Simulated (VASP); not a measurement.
# Au (P6_3/mmc) in VASP: electric field gradients with r2SCAN

Aim: the electric field gradients of Au with r2SCAN.

Everything below comes from runs of VASP 6.6.1. Logs are shortened: lines on timing, memory, paths and dates and some standing lists are left out, and cuts for length are marked.

### Step 1. The cell of the first run

Symmetry: P6_3/mmc, No. 194, hexagonal system. Conventional cell: a = 2.900 Å, b = 2.900 Å, c = 4.880 Å, α = 90.00°, β = 90.00°, γ = 120.00°. Au (site symmetry -6m2) has 12 Au at 2.90 to 2.96 Å within 3.8 Å.

This isn't the form of Au at room conditions, which is fcc.

### Step 2. Electric field gradients, r2SCAN

POSCAR

```
Au
1.0
    2.9000000000      0.0000000000      0.0000000000
   -1.4500000000      2.5114736710      0.0000000000
    0.0000000000      0.0000000000      4.8800000000
Au
2
Direct
    0.3333333333      0.6666666667      0.7500000000
    0.6666666667      0.3333333333      0.2500000000
```

INCAR.step1

```
ALGO     = Normal         # electronic algorithm
EDIFF    = 1E-4           # SCF threshold, eV
ENCUT    = 520            # plane-wave cutoff, eV
GGA      = PE             # functional
ISMEAR   = -1             # smearing method
LASPH    = True           # aspherical terms in the spheres
LCHARG   = False          # write CHGCAR
LREAL    = False          # projectors in reciprocal space
LWAVE    = True           # write WAVECAR
NBANDS   = 18             # bands
NELM     = 100            # most SCF steps
PREC     = Accurate       # precision mode
SIGMA    = 0.05           # smearing width, eV
```

INCAR.step2

```
ALGO     = Normal         # electronic algorithm
EDIFF    = 1E-8           # SCF threshold, eV
ENCUT    = 520            # plane-wave cutoff, eV
ISIF     = 2              # what is computed and relaxed
ISMEAR   = -1             # smearing method
ISTART   = 1            
LASPH    = True           # aspherical terms in the spheres
LCHARG   = False          # write CHGCAR
LEFG     = True         
LMIXTAU  = True         
LREAL    = False          # projectors in reciprocal space
LWAVE    = False          # write WAVECAR
METAGGA  = R2SCAN         # meta-GGA
NBANDS   = 18             # bands
NELM     = 100            # most SCF steps
PREC     = Accurate       # precision mode
SIGMA    = 0.05           # smearing width, eV
```

KPOINTS

```
k-points
0
Gamma
  18 18 10
```

Potentials or basis: VASP PAW PBE potentials, release 64 (Au).

Launch:

```bash
$ cat potpaw_PBE.64/Au/POTCAR > POTCAR
$ cp INCAR.step1 INCAR
$ mpirun -np 1 vasp_std > vasp.out
$ cp INCAR.step2 INCAR
$ mpirun -np 1 vasp_std > vasp.out
```

OUTCAR:

```text
EDIFF = 1E-8
   ENCUT = 520
   ISIF = 2
   ISMEAR = -1
   ISTART = 1
   LASPH = True
   LREAL = False
   METAGGA = R2SCAN
   NELM = 100
   PREC = Accurate

 ion  position               nearest neighbor table
   1  0.333  0.667  0.750-   2 2.96   2 2.96   2 2.96   2 2.96   2 2.96   2 2.96
   2  0.667  0.333  0.250-   1 2.96   1 2.96   1 2.96   1 2.96   1 2.96   1 2.96

  LATTYP: Found a hexagonal cell.
 ALAT       =     2.9000000000
 C/A-ratio  =     1.6827586207

  Lattice vectors:

 A1 = (   2.9000000000,   0.0000000000,   0.0000000000)
 A2 = (  -1.4500000000,   2.5114736710,   0.0000000000)
 A3 = (   0.0000000000,   0.0000000000,   4.8800000000)

Analysis of symmetry for initial positions (statically):
=====================================================================
 Subroutine PRICEL returns:
 Original cell was already a primitive cell.

 Routine SETGRP: Setting up the symmetry group for a
 hexagonal supercell.

 Subroutine GETGRP returns: Found 24 space group operations
 (whereof 12 operations were pure point group operations)
 out of a pool of 24 trial point group operations.

The static configuration has the point symmetry D_3d.
 The point group associated with its full space group is D_6h.

Analysis of symmetry for dynamics (positions and initial velocities):
=====================================================================
 Subroutine PRICEL returns:
 Original cell was already a primitive cell.

 Routine SETGRP: Setting up the symmetry group for a
 hexagonal supercell.

 Subroutine GETGRP returns: Found 24 space group operations
 (whereof 12 operations were pure point group operations)
 out of a pool of 24 trial point group operations.

The dynamic configuration has the point symmetry D_3d.
 The point group associated with its full space group is D_6h.

 Subroutine INISYM returns: Found 24 space group operations
 (whereof 12 operations are pure point group operations),
 and found     1 'primitive' translations

----------------------------------------------------------------------------------------

                                     Primitive cell

  volume of cell :      35.5424

  direct lattice vectors                    reciprocal lattice vectors
     2.900000000  0.000000000  0.000000000     0.344827586  0.199086300  0.000000000
    -1.450000000  2.511473671  0.000000000     0.000000000  0.398172599  0.000000000
[... 120 lines left out ...]
 NGX is ok and might be reduce to    24
   NGX = 11   NGY = 11   NGZ = 19

 number of electron      22.0000001 magnetization

 Free energy of the ion-electron system (eV)
  ---------------------------------------------------
  ext. energy  EPLUGINS =         0.00000000
  ---------------------------------------------------
  free energy    TOTEN  =      -101.17465744 eV

  energy without entropy =     -101.16861307  energy(sigma->0) =     -101.17163526

 E-fermi :   8.6295     XC(G=0): -13.3271

 val. band max:        8.6014882241   @ k =   0.2222   0.1111   0.3000
 cond. band min:       8.6373595798   @ k =   0.3889   0.0000   0.4000
 fundamental gap:      0.0358713557
 Fermi energy:         8.6295416504

 k-point     1 :       0.0000    0.0000    0.0000
  band No.  band energies     occupation
      1      -0.9915      2.00000
      2       1.3432      2.00000
      3       3.7422      2.00000
      4       4.0223      2.00000
      5       4.0223      2.00000
      6       4.3135      2.00000
[... 481 lines left out ...]
      5       4.2435      2.00000
      6       4.4233      2.00000
[... 10 lines left out ...]
     17      21.1470      0.00000
     18      23.9493      0.00000

 [... further k-points ...]
[... 5 lines left out ...]
  --------------------------------------------------------------------------------------
  -------------------------------------------------------------------------------------
  Total       -0.2797923     -0.2797923     -0.2570847      0.0000000      0.0000000      0.0000000
  in kB      -12.6124643    -12.6124643    -11.5888523      0.0000000      0.0000000      0.0000000
  external PRESSURE =     -12.2712603 kB  Pullay stress =       0.0000000 kB

 VOLUME and BASIS-vectors are now :
 -----------------------------------------------------------------------------
  energy-cutoff  :      520.00
  volume of cell :       35.54
      direct lattice vectors                 reciprocal lattice vectors
     2.900000000  0.000000000  0.000000000     0.344827586  0.199086300  0.000000000
    -1.450000000  2.511473671  0.000000000     0.000000000  0.398172599  0.000000000
     0.000000000  0.000000000  4.880000000     0.000000000  0.000000000  0.204918033

 POSITION                                       TOTAL-FORCE (eV/Angst)
 -----------------------------------------------------------------------------------
     -0.00000      1.67432      3.66000        -0.000000      0.000000      0.000000
      1.45000      0.83716      1.22000         0.000000      0.000000      0.000000
 -----------------------------------------------------------------------------------
    total drift:                                0.000000     -0.000000      0.000000

  FREE ENERGIE OF THE ION-ELECTRON SYSTEM (eV)
  ---------------------------------------------------
  free  energy   TOTEN  =      -101.1746574389 eV

  energy  without entropy=     -101.1686130730  energy(sigma->0) =     -101.17163526

 Electric field gradients (V/A^2)
---------------------------------------------------------------------
 ion       V_xx      V_yy      V_zz      V_xy      V_xz      V_yz
---------------------------------------------------------------------
   1     -11.029   -11.030    22.059    -0.000     0.000    -0.000
   2     -11.029   -11.030    22.059    -0.000    -0.000     0.000
---------------------------------------------------------------------

 Electric field gradients after diagonalization (V/A^2)
 (convention: |V_zz| > |V_xx| > |V_yy|)
----------------------------------------------------------------------
 ion       V_xx      V_yy      V_zz     asymmetry (V_yy - V_xx)/ V_zz
----------------------------------------------------------------------
   1     -11.030   -11.029    22.059       0.000
   2     -11.030   -11.029    22.059       0.000
----------------------------------------------------------------------

           NMR quadrupolar parameters

 Cq : quadrupolar parameter    Cq=e*Q*V_zz/h
 eta: asymmetry parameters     (V_yy - V_xx)/ V_zz
 Q  : nuclear electric quadrupole moment in mb (millibarn)
----------------------------------------------------------------------
 ion       Cq(MHz)       eta       Q (mb)
----------------------------------------------------------------------
   1       0.053       0.000       1.000
   2       0.053       0.000       1.000
----------------------------------------------------------------------
```

OUTCAR.step1:

```text
EDIFF = 1E-4
   ENCUT = 520
   GGA = PE
   ISMEAR = -1
   LASPH = True
[... 728 lines left out ...]
     -0.00000      1.67432      3.66000        -0.000000      0.000000      0.000000
      1.45000      0.83716      1.22000         0.000000     -0.000000      0.000000
 -----------------------------------------------------------------------------------
    total drift:                                0.000000     -0.000000      0.000000

  FREE ENERGIE OF THE ION-ELECTRON SYSTEM (eV)
  ---------------------------------------------------
  free  energy   TOTEN  =        -6.4246416167 eV

  energy  without entropy=       -6.4173384335  energy(sigma->0) =       -6.42099003
```

OSZICAR.step1:

```text
N       E                     dE             d eps       ncg     rms          rms(c)
DAV:   1     0.123309702050E+03    0.12331E+03   -0.11677E+04  7992   0.118E+03
DAV:   2    -0.486666304401E+01   -0.12818E+03   -0.12230E+03  8484   0.260E+02
DAV:   3    -0.694672300565E+01   -0.20801E+01   -0.20682E+01  9390   0.333E+01
DAV:   4    -0.695575532754E+01   -0.90323E-02   -0.90311E-02  8954   0.231E+00
DAV:   5    -0.695583781661E+01   -0.82489E-04   -0.82488E-04  8858   0.237E-01    0.116E+01
DAV:   6    -0.645912619960E+01    0.49671E+00   -0.95568E-01  8250   0.895E+00    0.760E+00
DAV:   7    -0.642840864677E+01    0.30718E-01   -0.88558E-02  8794   0.270E+00    0.335E+00
DAV:   8    -0.642466513586E+01    0.37435E-02   -0.69208E-03  8352   0.665E-01    0.330E-01
DAV:   9    -0.642464161668E+01    0.23519E-04   -0.30145E-05  5396   0.490E-02
   1 F= -.64246416E+01 E0= -.64209900E+01  d E =-.730318E-02
```

Run time: 11 min. Hardware: 1 thread of Intel Xeon 8259CL, shared host; peak memory 0.25 GiB.

What came out:

| Property | Result |
| --- | --- |
| Free energy | -101.1747 eV |
| Pressure | -1.2 GPa |
| Band gap on the k mesh | zero (bands 11 and 12 overlap by 7.08 eV) |
| Largest electric field gradient by atom | Au +22.1 V/Å² |

Stress tensor (GPa, compression positive):
```
-1.26  0.00  0.00
 0.00 -1.26  0.00
 0.00  0.00 -1.16
```

Levels at points of the mesh, in eV from the Fermi level:
| k point | band 9 | band 10 | band 11 | band 12 | band 13 | band 14 |
| --- | --- | --- | --- | --- | --- | --- |
| (0.00, 0.00, 0.00) | -3.64 | -2.35 | -2.35 | -0.78 | 2.53 | 15.48 |
| (0.50, 0.00, 0.00) | -2.02 | -1.85 | 0.44 | 1.57 | 5.94 | 7.38 |
| (0.00, 0.00, 0.50) | -2.79 | -2.79 | -2.79 | -2.79 | 10.82 | 10.82 |
| (0.50, 0.00, 0.50) | -1.92 | -1.92 | 0.70 | 0.70 | 3.93 | 3.93 |

Electric field gradients, principal values (V/Å²):
| atom | least | middle | greatest (by size) |
| --- | --- | --- | --- |
| 1 Au | -11.029 | -11.030 | 22.059 |
| 2 Au | -11.029 | -11.030 | 22.059 |

Caveat: without QUAD_EFG the Cq values of the log hold for a quadrupole moment of 1 mb, not for the nuclei; the PAW data sets were made with another functional, which shifts forces and pressure a little; spin-orbit coupling is left out, which moves the levels of the heavy elements.

The gap in the log of VASP goes by the Fermi energy; the results here count the filled bands.